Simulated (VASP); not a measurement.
# BeSi in VASP: a series of runs

The runs below take BeSi through single point, with PBE.

Program: VASP 6.6.1. These are calculated values, not measurements. Logs are shortened: lines on timing, memory, paths and dates and some standing lists are left out, and cuts for length are marked.

### 1 The cell of the first run

Symmetry: Pm-3m, No. 221, cubic system. Conventional cell: a = 2.966 Å, b = 2.966 Å, c = 2.966 Å, α = 90.00°, β = 90.00°, γ = 90.00°. Within 3.4 Å of Be (site symmetry m-3m) lie 8 Si at 2.57 Å and 6 Be at 2.97 Å. Si (site symmetry m-3m) has 8 Be at 2.57 Å and 6 Si at 2.97 Å within 3.4 Å.

### 2 Single point, PBE

Input file INCAR:

```
PREC     = Accurate       # precision mode
ENCUT    = 520            # plane-wave cutoff, eV
EDIFF    = 1E-7           # SCF threshold, eV
ISMEAR   = -1             # smearing method
SIGMA    = 0.05           # smearing width, eV
LREAL    = F              # projectors in reciprocal space
LASPH    = T              # aspherical terms in the spheres
NELM     = 60             # most SCF steps
ALGO     = Normal         # electronic algorithm
ISIF     = 2              # what is computed and relaxed
LWAVE    = F              # write WAVECAR
LCHARG   = F              # write CHGCAR
GGA      = PE             # functional
NBANDS   = 10             # bands
```

Input file KPOINTS:

```
Automatic mesh
0
Gamma
  9 9 9
```

Input file POSCAR:

```
BeSi
1.0
    2.9658259100      0.0000000000      0.0000000000
    0.0000000000      2.9658259100      0.0000000000
    0.0000000000      0.0000000000      2.9658259100
Be Si
1 1
Direct
    0.5000000000      0.5000000000      0.5000000000
    0.0000000000      0.0000000000      0.0000000000
```

Potentials or basis: VASP PAW PBE potentials, release 64 (Be, Si).

On the command line:

```bash
cat potpaw_PBE.64/Be/POTCAR potpaw_PBE.64/Si/POTCAR > POTCAR
mpirun -np 1 vasp_std > vasp.out
```

OUTCAR:

```text
PREC = Accurate
   ENCUT = 520
   EDIFF = 1E-7
   ISMEAR = -1
   LREAL = F
   LASPH = T
   NELM = 60
   ISIF = 2
   GGA = PE

 ion  position               nearest neighbor table
   1  0.500  0.500  0.500-   2 2.57   2 2.57   2 2.57   2 2.57   2 2.57   2 2.57   2 2.57   2 2.57

   2  0.000  0.000  0.000-   1 2.57   1 2.57   1 2.57   1 2.57   1 2.57   1 2.57   1 2.57   1 2.57

  LATTYP: Found a simple cubic cell.
 ALAT       =     2.9658259100

  Lattice vectors:

 A1 = (   2.9658259100,   0.0000000000,   0.0000000000)
 A2 = (   0.0000000000,   2.9658259100,   0.0000000000)
 A3 = (   0.0000000000,   0.0000000000,   2.9658259100)

Analysis of symmetry for initial positions (statically):
=====================================================================
 Subroutine PRICEL returns:
 Original cell was already a primitive cell.

 Routine SETGRP: Setting up the symmetry group for a
 simple cubic supercell.

 Subroutine GETGRP returns: Found 48 space group operations
 (whereof 48 operations were pure point group operations)
 out of a pool of 48 trial point group operations.

The static configuration has the point symmetry O_h .

Analysis of symmetry for dynamics (positions and initial velocities):
=====================================================================
 Subroutine PRICEL returns:
 Original cell was already a primitive cell.

 Routine SETGRP: Setting up the symmetry group for a
 simple cubic supercell.

 Subroutine GETGRP returns: Found 48 space group operations
 (whereof 48 operations were pure point group operations)
 out of a pool of 48 trial point group operations.

The dynamic configuration has the point symmetry O_h .

 Subroutine INISYM returns: Found 48 space group operations
 (whereof 48 operations are pure point group operations),
 and found     1 'primitive' translations

----------------------------------------------------------------------------------------

                                     Primitive cell

  volume of cell :      26.0878

  direct lattice vectors                    reciprocal lattice vectors
     2.965825910  0.000000000  0.000000000     0.337174207  0.000000000  0.000000000
     0.000000000  2.965825910  0.000000000     0.000000000  0.337174207  0.000000000
     0.000000000  0.000000000  2.965825910     0.000000000  0.000000000  0.337174207

  length of vectors
     2.965825910  2.965825910  2.965825910     0.337174207  0.337174207  0.337174207

  position of ions in fractional coordinates (direct lattice)
     0.500000000  0.500000000  0.500000000
     0.000000000  0.000000000  0.000000000

  ion indices of the primitive-cell ions
   primitive index   ion index
                 1           1
                 2           2

----------------------------------------------------------------------------------------

 KPOINTS: Automatic mesh

Automatic generation of k-mesh.
 Grid dimensions read from file:
 generate k-points for:    9    9    9

 Generating k-lattice:

  Cartesian coordinates                     Fractional coordinates (reciprocal lattice)
     0.037463801  0.000000000  0.000000000     0.111111111  0.000000000  0.000000000
     0.000000000  0.037463801  0.000000000     0.000000000  0.111111111  0.000000000
     0.000000000  0.000000000  0.037463801     0.000000000  0.000000000  0.111111111

  Length of vectors
     0.037463801  0.037463801  0.037463801

  Shift w.r.t. Gamma in fractional coordinates (k-lattice)
     0.000000000  0.000000000  0.000000000

 Subroutine IBZKPT returns following result:
 ===========================================

 Found     35 irreducible k-points:

 Following reciprocal coordinates:
            Coordinates               Weight
  0.000000  0.000000  0.000000      1.000000
  0.111111  0.000000  0.000000      6.000000
  0.222222  0.000000  0.000000      6.000000
  0.333333  0.000000  0.000000      6.000000
  0.444444  0.000000  0.000000      6.000000
  0.111111  0.111111  0.000000     12.000000
[... 16 lines left out ...]
  0.333333  0.333333  0.111111     24.000000
  0.444444  0.333333  0.111111     48.000000
 [... further k-points ...]
   k-points           NKPTS =     35   k-points in BZ     NKDIM =     35   number of bands    NBANDS=     10
   number of dos      NEDOS =    301   number of ions     NIONS =      2
   total plane-waves  NPLWV =  13824
   dimension x,y,z NGX =    24 NGY =   24 NGZ =   24
   dimension x,y,z NGXF=    48 NGYF=   48 NGZF=   48
   ions per type =               1   1
   NGX,Y,Z   is equivalent  to a cutoff of  13.45, 13.45, 13.45 a.u.
   NGXF,Y,Z  is equivalent  to a cutoff of  26.91, 26.91, 26.91 a.u.
 SYSTEM =  unknown system
   PREC   = accura    normal or accurate (medium, high low for compatibility)
   ISTART =      0    job   : 0-new  1-cont  2-samecut
   ICHARG =      2    charge: 1-file 2-atom 10-const
   ISPIN  =      1    spin polarized calculation?
   LNONCOLLINEAR =      F non collinear calculations
   LSORBIT =      F    spin-orbit coupling
   LASPH  =      T    aspherical Exc in radial PAW
   ENCUT  =  520.0 eV  38.22 Ry    6.18 a.u.   5.51  5.51  5.51*2*pi/ulx,y,z
   NELM   =     60;   NELMIN=  2; NELMDL= -5     # of ELM steps
   EDIFF  = 0.1E-06   stopping-criterion for ELM
   LREAL  =      F    real-space projection
   EDIFFG = 0.1E-05   stopping-criterion for IOM
   NSW    =      0    number of steps for IOM
   IBRION =     -1    ionic relax: 0-MD 1-quasi-New 2-CG
   NFREE  =      0    steps in history (QN), initial steepest desc. (CG)
   ISIF   =      2    stress and relaxation
   ISYM   =      2    0-nonsym 1-usesym 2-fastsym
   POTIM  = 0.5000    time-step for ionic-motion
   TEBEG  =    0.0;   TEEND  =   0.0 temperature during run
   PSTRESS=    0.0 pullay stress
   NELECT =       6.0000    total number of electrons
   NUPDOWN=      -1.0000    fix difference up-down
   EMIN   =  10.00;   EMAX   =-10.00  energy-range for DOS
   EFERMI =   0.00;   METHOD = LEGACY
   ISMEAR =    -1;   SIGMA  =   0.05  broadening in eV -4-tet -1-fermi 0-gaus
   EFERMI_NEDOS =   21; number of points for ismear=-14 and -15
   IALGO  =     38    algorithm
   IMIX   =      4    mixing-type and parameters
     AMIX     =   0.40;   BMIX     =  1.00
     AMIX_MAG =   1.60;   BMIX_MAG =  1.00
  volume/ion in A,a.u.               =      13.04        88.02
  Fermi-wavevector in a.u.,A,eV,Ry     =   1.003028  1.895448 13.688339  1.006065
  Thomas-Fermi vector in A             =   2.135553
   LORBIT       =      0    0 simple, 1 ext, 2 COOP (PROOUT), +10 PAW based schemes
   GGA     = PE    functional components
   LHFCALC =     F    Hartree Fock is set to
   AEXX    =    0.0000 exact exchange contribution
   IVDW    =     0    specifies the selected vdW correction
   LEPSILON=     F    determine dielectric tensor
   LRPA    =     F    only Hartree local field effects (RPA)
 non-spin polarized calculation
  energy-cutoff  :      520.00
  volume of cell :       26.09
 maximum number of plane-waves:       739
 NGX is ok and might be reduce to    24
   NGX = 11   NGY = 11   NGZ = 11

 number of electron       6.0000000 magnetization

 Free energy of the ion-electron system (eV)
  ---------------------------------------------------
  ext. energy  EPLUGINS =         0.00000000
  ---------------------------------------------------
  free energy    TOTEN  =        -7.98879238 eV

  energy without entropy =       -7.97761242  energy(sigma->0) =       -7.98320240

 E-fermi :   7.5981     XC(G=0): -10.4232

 val. band max:        7.5657008218   @ k =   0.1111   0.1111   0.0000
 cond. band min:       7.6464667087   @ k =   0.4444   0.3333   0.1111
 fundamental gap:      0.0807658869
 Fermi energy:         7.5980798816

 k-point     1 :       0.0000    0.0000    0.0000
  band No.  band energies     occupation
      1      -4.9738      2.00000
      2       8.8608      0.00000
      3       8.8608      0.00000
      4       8.8608      0.00000
      5      12.2078      0.00000
      6      12.2078      0.00000
      7      13.9507      0.00000
      8      20.5781      0.00000
      9      20.5781      0.00000
     10      20.5781      0.00000

 k-point     2 :       0.1111    0.0000    0.0000
  band No.  band energies     occupation
      1      -4.7878      2.00000
      2       7.0777      1.99994
      3       9.0483      0.00000
      4       9.0483      0.00000
      5      12.3988      0.00000
      6      13.3932      0.00000
      7      14.9469      0.00000
      8      19.5604      0.00000
      9      19.5604      0.00000
     10      20.1621      0.00000

 k-point     3 :       0.2222    0.0000    0.0000
  band No.  band energies     occupation
      1      -4.2365      2.00000
      2       4.5231      2.00000
      3       9.6098      0.00000
      4       9.6098      0.00000
      5      12.9600      0.00000
      6      13.9072      0.00000
      7      17.5293      0.00000
      8      17.5293      0.00000
      9      17.9555      0.00000
     10      19.4323      0.00000

 k-point     4 :       0.3333    0.0000    0.0000
  band No.  band energies     occupation
      1      -3.3519      2.00000
      2       2.2220      2.00000
      3      10.5407      0.00000
      4      10.5407      0.00000
      5      13.8331      0.00000
      6      14.3672      0.00000
      7      15.3998      0.00000
      8      15.3998      0.00000
      9      17.9871      0.00000
     10      20.5160      0.00000

 k-point     5 :       0.4444    0.0000    0.0000
  band No.  band energies     occupation
      1      -2.3159      2.00000
      2       0.4660      2.00000
      3      11.8302      0.00000
      4      11.8302      0.00000
      5      13.4694      0.00000
      6      13.4694      0.00000
      7      14.7497      0.00000
      8      14.7784      0.00000
      9      17.2928      0.00000
     10      18.7771      0.00000

 k-point     6 :       0.1111    0.1111    0.0000
  band No.  band energies     occupation
      1      -4.6015      2.00000
      2       6.9946      1.99999
      3       7.5657      1.31293
      4       9.2356      0.00000
      5      13.0634      0.00000
      6      14.8161      0.00000
      7      15.1579      0.00000
      8      18.2650      0.00000
      9      19.0791      0.00000
     10      20.2049      0.00000
[... 183 lines left out ...]
 k-point    21 :       0.3333    0.2222    0.1111
  band No.  band energies     occupation
      1      -2.4054      2.00000
      2       3.0490      2.00000
      3       6.4119      2.00000
      4       9.5290      0.00000
      5      11.5586      0.00000
      6      14.3113      0.00000
      7      16.7216      0.00000
      8      17.1755      0.00000
      9      19.4214      0.00000
     10      22.2331      0.00000

 k-point    22 :       0.4444    0.2222    0.1111
  band No.  band energies     occupation
      1      -1.3304      2.00000
      2       1.2839      2.00000
      3       7.4919      1.78638
      4       9.6873      0.00000
      5      10.7484      0.00000
      6      12.6275      0.00000
      7      17.2128      0.00000
      8      17.6506      0.00000
      9      19.7382      0.00000
     10      21.8742      0.00000

 k-point    23 :       0.3333    0.3333    0.1111
  band No.  band energies     occupation
      1      -1.4885      2.00000
      2       3.4480      2.00000
      3       4.5360      2.00000
      4       9.2747      0.00000
      5      10.5074      0.00000
      6      14.7462      0.00000
      7      15.6611      0.00000
      8      17.0588      0.00000
      9      20.4500      0.00000
     10      22.0672      0.00000

 k-point    24 :       0.4444    0.3333    0.1111
  band No.  band energies     occupation
      1      -0.3641      2.00000
      2       2.0401      2.00000
      3       5.0948      2.00000
      4       7.6465      0.55066
      5      11.5781      0.00000
      6      13.4414      0.00000
      7      16.2173      0.00000
      8      16.9942      0.00000
      9      20.0177      0.00000
     10      21.7987      0.00000

 [... further k-points ...]
[... 5 lines left out ...]
  --------------------------------------------------------------------------------------
  -------------------------------------------------------------------------------------
  Total       -1.4448768     -1.4448768     -1.4448768      0.0000000      0.0000000     -0.0000000
  in kB      -88.7369369    -88.7369369    -88.7369369      0.0000000      0.0000000     -0.0000000
  external PRESSURE =     -88.7369369 kB  Pullay stress =       0.0000000 kB

 VOLUME and BASIS-vectors are now :
 -----------------------------------------------------------------------------
  energy-cutoff  :      520.00
  volume of cell :       26.09
      direct lattice vectors                 reciprocal lattice vectors
     2.965825910  0.000000000  0.000000000     0.337174207  0.000000000  0.000000000
     0.000000000  2.965825910  0.000000000     0.000000000  0.337174207  0.000000000
     0.000000000  0.000000000  2.965825910     0.000000000  0.000000000  0.337174207

 POSITION                                       TOTAL-FORCE (eV/Angst)
 -----------------------------------------------------------------------------------
      1.48291      1.48291      1.48291         0.000000      0.000000      0.000000
      0.00000      0.00000      0.00000         0.000000      0.000000      0.000000
 -----------------------------------------------------------------------------------
    total drift:                               -0.000000      0.000000      0.000000

  FREE ENERGIE OF THE ION-ELECTRON SYSTEM (eV)
  ---------------------------------------------------
  free  energy   TOTEN  =        -7.9887923783 eV

  energy  without entropy=       -7.9776124214  energy(sigma->0) =       -7.98320240
```

Run time: 2.9 s. Hardware: 1 thread of Intel Xeon 6975P-C (Granite Rapids), shared host; peak memory 0.13 GiB.

What came out:

| Quantity | Value |
| --- | --- |
| Free energy | -7.9888 eV |
| Pressure | -8.9 GPa |
| Band gap on the k mesh | zero (band 3 reaches 11.83 eV, above the bottom of band 4 at 5.93 eV) |

### 3 Single point, PBE (volume scaled by 0.98)

Input file INCAR:

```
PREC = Accurate
ENCUT = 520
EDIFF = 1E-6
ISMEAR = -1
SIGMA = 0.05
LREAL = F
LASPH = T
NELM = 80
ALGO = Normal
ISIF = 2
LWAVE = F
LCHARG = F
GGA = PE
NBANDS = 10
```

Input file KPOINTS:

```
regular mesh
0
Gamma
  9 9 9
```

Input file POSCAR:

```
BeSi
1.0
    2.9459204384      0.0000000000      0.0000000000
    0.0000000000      2.9459204384      0.0000000000
    0.0000000000      0.0000000000      2.9459204384
Be Si
1 1
Direct
    0.5000000000      0.5000000000      0.5000000000
    0.0000000000      0.0000000000      0.0000000000
```

Potentials or basis: VASP PAW PBE potentials, release 64 (Be, Si).

On the command line:

```bash
cat potpaw_PBE.64/Be/POTCAR potpaw_PBE.64/Si/POTCAR > POTCAR
mpirun -np 1 vasp_std > vasp.out
```

It took 2.9 s on 1 thread of Intel Xeon 6975P-C (Granite Rapids), shared host; peak memory 0.13 GiB.

Results (log left out):

| Quantity | Value |
| --- | --- |
| Free energy | -8.0158 eV |
| Pressure | -7.7 GPa |
| Band gap on the k mesh | zero (band 3 reaches 12.10 eV, above the bottom of band 4 at 6.18 eV) |

Levels at points of the mesh, in eV from the Fermi level:
| k point | band 1 | band 2 | band 3 | band 4 | band 5 | band 6 |
| --- | --- | --- | --- | --- | --- | --- |
| (0.00, 0.00, 0.00) | -12.72 | 1.29 | 1.29 | 1.29 | 4.60 | 4.60 |

### 4 Single point, PBE (volume scaled by 1.02)

Input file INCAR:

```
SYSTEM = BeSi
ALGO = Normal
EDIFF = 1E-6
ENCUT = 520
GGA = PE
ISIF = 2
ISMEAR = -1
LASPH = .True.
LCHARG = .False.
LREAL = .False.
LWAVE = .False.
NBANDS = 10
NELM = 60
PREC = Accurate
SIGMA = 0.05
```

Input file KPOINTS:

```
k-points
0
Gamma
  9 9 9
  0 0 0
```

Input file POSCAR:

```
BeSi
1.0
    2.9854677136      0.0000000000      0.0000000000
    0.0000000000      2.9854677136      0.0000000000
    0.0000000000      0.0000000000      2.9854677136
Be Si
1 1
Direct
    0.5000000000      0.5000000000      0.5000000000
    0.0000000000      0.0000000000      0.0000000000
```

On the command line:

```bash
cat potpaw_PBE.64/Be/POTCAR potpaw_PBE.64/Si/POTCAR > POTCAR
mpirun -np 1 vasp_std > vasp.out
```

Wall time 2.5 s (1 thread of Intel Xeon 6975P-C (Granite Rapids), shared host); peak memory 0.13 GiB.

The run converged. Its results:

| Quantity | Value |
| --- | --- |
| Free energy | -7.9581 eV |
| Pressure | -9.9 GPa |
| Band gap on the k mesh | zero (band 3 reaches 11.56 eV, above the bottom of band 4 at 5.69 eV) |

Levels at points of the mesh, in eV from the Fermi level:
| k point | band 1 | band 2 | band 3 | band 4 | band 5 | band 6 |
| --- | --- | --- | --- | --- | --- | --- |
| (0.00, 0.00, 0.00) | -12.43 | 1.24 | 1.24 | 1.24 | 4.62 | 4.62 |

(Continued in part 2 of 2.)
